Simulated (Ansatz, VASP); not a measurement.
**Two plane-wave programs on Mg**

The input INCAR:

```
SYSTEM = Mg
PREC = Accurate ; ENCUT = 520
EDIFF = 1E-6 ; ISMEAR = 0
SIGMA = 0.15 ; LREAL = .FALSE.
LASPH = .TRUE. ; NELM = 100
ALGO = Normal ; ISIF = 2
LWAVE = .FALSE. ; LCHARG = .TRUE.
GGA = CA ; LELF = .TRUE.
LVHAR = .TRUE. ; NBANDS = 7
```

The input KPOINTS:

```
Automatic mesh
0
G
  20 20 20
  0 0 0
```

POSCAR

```
Mg
1.0
   -0.9380294090      1.8760588180      1.8760588180
    1.8760588180     -0.9380294090      1.8760588180
    1.8760588180      1.8760588180     -0.9380294090
Mg
1
Direct
    0.0000000000      0.0000000000      0.0000000000
```

Input for Ansatz:

```yaml
crystal:
  lattice:
    - [-0.938029409, 1.876058818, 1.876058818]
    - [1.876058818, -0.938029409, 1.876058818]
    - [1.876058818, 1.876058818, -0.938029409]
  atoms:
    - { symbol: Mg, position: [0.0, 0.0, 0.0] }
basis:
  ecutwfc: 420
kpoints:
  mp_grid: { grid: [20, 20, 20] }
hamiltonian:
  xc: lda
scf:
  occupations: { method: gaussian, width: 0.15 }
output:
  forces: true
  stress: true
  eigenvalues: true
```

Alike in both runs: task single point; functional LDA; k mesh 20 × 20 × 20; occupations gaussian, width 0.15 eV; no spin polarisation.

|  | VASP | Ansatz |
| --- | --- | --- |
| version | VASP 6.6.1 | Ansatz 0.2.0 |
| potentials or method | VASP PAW LDA potentials, release 64 (Mg), cutoff 520 eV | scalar-relativistic, plane waves, PAW |
| valence electrons in the cell | 2 | 10 |

```csv
,VASP,Ansatz,Ansatz less VASP
gap on the k mesh at the Fermi level (eV),none,none,-
pressure (GPa),4.9,5.1,+0.22
```

LDA's correlation is that of Perdew and Zunger in VASP and of Perdew and Wang (1992) in Ansatz. A gap of «none» marks a metal or a gap that the smearing closes. VASP's potentials hold 2 valence electrons a cell and Ansatz's 10, so a difference there can come from the potentials and not from the codes.
